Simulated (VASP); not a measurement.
Runs of VASP 6.6.1 on Ti. The structure is that of space group I4/mmm (No. 139), or close to it. The cells are those of the table. 

```csv
cell,further INCAR settings,gap on the mesh (eV),pressure (GPa)
"a = 2.977 Å, angles 113.7, 113.7, 101.2°, 1 atom",ALGO = Fast; EDIFF = 1e-07; NBANDS = 12,none,-11.9
"a = 3.025 Å, angles 118.4, 118.4, 92.7°, 1 atom",ALGO = Fast; EDIFF = 1e-06; NBANDS = 12,none,(a)
"a = 2.966 Å, angles 111.6, 111.6, 105.4°, 1 atom",ALGO = Fast; EDIFF = 1e-06; NBANDS = 12,none,-12.1
"a = 2.966 Å, angles 107.5, 107.5, 113.5°, 1 atom",ALGO = Fast; EDIFF = 1e-06; NBANDS = 12,none,-12.1
"a = 2.976 Å, angles 105.7, 105.7, 117.3°, 1 atom",ALGO = Fast; EDIFF = 1e-06; NBANDS = 12,none,-12.1
```

Alike in all rows: task single point; level PBE; potentials or basis VASP PAW PBE potentials, release 64 (Ti_sv); no spin polarisation; k mesh 22 × 22 × 22; cutoff (eV) 520; smearing gaussian 0.15 eV.

Q: Estimate the missing entries.

A: (a) -11.8.

Caveats: the cell stands under tension.

A gap of «none» marks levels without a gap at the run's occupations.
